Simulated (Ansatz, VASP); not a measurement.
GaAs in VASP and in Ansatz

INCAR

```
SYSTEM = GaAs
PREC = Accurate ; ENCUT = 500
EDIFF = 1E-6 ; ISMEAR = 0
SIGMA = 0.02 ; LREAL = .FALSE.
LASPH = .TRUE. ; NELM = 120
ALGO = Normal ; ISIF = 2
LWAVE = .FALSE. ; LCHARG = .TRUE.
LELF = .TRUE. ; LVHAR = .TRUE.
NBANDS = 16 ; GGA_COMPAT = .FALSE.
```

The input KPOINTS:

```
Automatic mesh
0
G
  12 12 12
  0 0 0
```

File POSCAR:

```
GaAs
1.0
    0.0000000000      2.8016260673      2.8016260673
    2.8016260673      0.0000000000      2.8016260673
    2.8016260673      2.8016260673      0.0000000000
Ga As
1 1
Direct
    0.0000000000      0.0000000000      0.0000000000
    0.2500000000      0.2500000000      0.2500000000
```

Input for Ansatz:

```yaml
crystal:
  lattice:
    - [0.0, 2.8016260673, 2.8016260673]
    - [2.8016260673, 0.0, 2.8016260673]
    - [2.8016260673, 2.8016260673, 0.0]
  atoms:
    - { symbol: Ga, position: [0.0, 0.0, 0.0] }
    - { symbol: As, position: [0.25, 0.25, 0.25] }
basis:
  ecutwfc: 420
kpoints:
  mp_grid: { grid: [12, 12, 12] }
  band_path:
    path:
      - [[0.0, 0.0, 0.0], [-0.5, -0.5, 0.0], [-0.375, -0.375, 0.25]]
      - [[-0.375, 0.0, 0.375], [0.0, 0.0, 0.0], [0.0, 0.0, 0.5], [-0.5, -0.25, 0.25], [-0.5, -0.5, 0.0]]
    npoints: 10
hamiltonian:
  xc: lda
  pseudopotentials: { kind: paw, azcp: { folder: soft_1 } }
scf:
  occupations: { method: gaussian, width: 0.02 }
  n_extra_bands: 7
output:
  forces: true
  stress: true
  eigenvalues: true
```

Alike in both runs: task single point; functional LDA; k mesh 12 × 12 × 12; occupations gaussian, width 0.02 eV; no spin polarisation.

|  | VASP | Ansatz |
| --- | --- | --- |
| version | VASP 6.6.1 | Ansatz 0.2.0 |
| potentials or method | VASP PAW LDA potentials, release 64 (Ga_d, As), cutoff 500 eV | scalar-relativistic, plane waves, PAW |
| valence electrons in the cell | 18 | 28 |

Ansatz gave:

```
gap on the k mesh at the Fermi level (eV) : 0.49
least direct gap on the mesh (eV)         : 0.49
pressure (GPa)                            : 0.0
```

Q: Estimate VASP's values.

A: gap on the k mesh at the Fermi level (eV): 0.54; least direct gap on the mesh (eV): 0.54; pressure (GPa): 0.3.

Ansatz warns that its potentials were made for another functional, while VASP's fit it. LDA's correlation is that of Perdew and Zunger in VASP and of Perdew and Wang (1992) in Ansatz. VASP's potentials hold 18 valence electrons a cell and Ansatz's 28, so a difference there can come from the potentials and not from the codes.
